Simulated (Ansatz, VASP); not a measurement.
## One calculation of BN, two programs

```
CELL_PARAMETERS angstrom
2.56937 0.00000 0.00000
-1.28469 2.22514 0.00000
0.00000 0.00000 4.25426
ATOMIC_POSITIONS crystal
B 0.66667 0.33333 0.00000
B 0.33333 0.66667 0.50000
N 0.66667 0.33333 0.37500
N 0.33333 0.66667 0.87500
```

Alike in both runs: task single point; functional LDA; k mesh 10 × 10 × 5; no spin polarisation.

|  | VASP | Ansatz |
| --- | --- | --- |
| version | VASP 6.6.1 | Ansatz 0.2.0 |
| potentials or method | VASP PAW LDA potentials, release 64 (B, N), cutoff 600 eV | plane waves, PAW |
| occupations | gaussian, width 0.01 eV | fixed |
| valence electrons in the cell | 16 | 16 |

Ansatz gave:

| Quantity | Value |
| --- | --- |
| pressure (GPa) | -20.0 |
| traceless stress, the component that is largest in VASP (GPa) | -0.57 |

**Question.** Which values does VASP return?

**Answer.** Pressure (GPa): -19.5; traceless stress, the component that is largest in VASP (GPa): -0.57.

LDA's correlation is that of Perdew and Zunger in VASP and of Perdew and Wang (1992) in Ansatz. Ansatz's warnings: stress scf threshold loose.
